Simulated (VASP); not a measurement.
Crystal: Hf3Ta2O.

```
Hf Ta O
1.0
     0.00000    3.73018    4.82706
     3.41747    0.00000    4.82706
     3.41747    3.73018    0.00000
Hf Ta O
3 2 1
Direct
  0.50000 0.00000 0.50000
  0.00000 0.50000 0.00000
  0.50000 0.50000 0.50000
  0.50000 0.50000 0.00000
  0.00000 0.00000 0.50000
  0.00000 0.00000 0.00000
```

The cell was built from a structure type or drawn by symmetry, and may not be a known phase.

| Item | Value |
| --- | --- |
| Program | VASP 6.6.1 |
| Task | relaxation of cell and atoms |
| Functional | PBE |
| Potentials or basis | VASP PAW PBE potentials, release 64 (Hf_pv, Ta_pv, O) |
| Cutoff | 600 eV |
| k mesh | 8 × 8 × 8 |
| Occupations | gaussian, width 0.1 eV |
| Spin | no spin polarisation |

At the start: pressure 0.5 GPa; volume 20.51 Å³/atom.

Problem. How do energy, volume and symmetry change on relaxing?

Solution. Over 7 steps the energy falls by 3.1 meV/atom and the volume is 20.56 Å³/atom (+0.3 %); space group Fmmm (No. 69, to 0.1 Å) before and after.

Step by step:
```
step  energy change (eV)  largest force (eV/Å)  pressure (GPa)  volume (Å³)
   1              0.0000                0.0000            0.47       123.07
   2             -0.0145                0.0000           -0.58       124.14
   3             -0.0149                0.0000           -0.77       124.35
   4             -0.0181                0.0000            0.37       122.93
   5             -0.0187                0.0000            0.03       123.34
   6             -0.0187                0.0000            0.01       123.36
   7             -0.0188                0.0000            0.00       123.39
```

Final structure:
```xyz
6
Lattice="0.0000 3.7671 4.7435 3.4525 0.0000 4.7435 3.4525 3.7671 0.0000" Properties=species:S:1:pos:R:3 pbc="T T T"
Hf    1.7263    3.7671    2.3717
Hf    1.7263    3.7671    7.1152
Hf    3.4525    3.7671    4.7435
Ta    1.7263    1.8836    4.7435
Ta    5.1788    1.8836    4.7435
O     0.0000    0.0000    0.0000
```
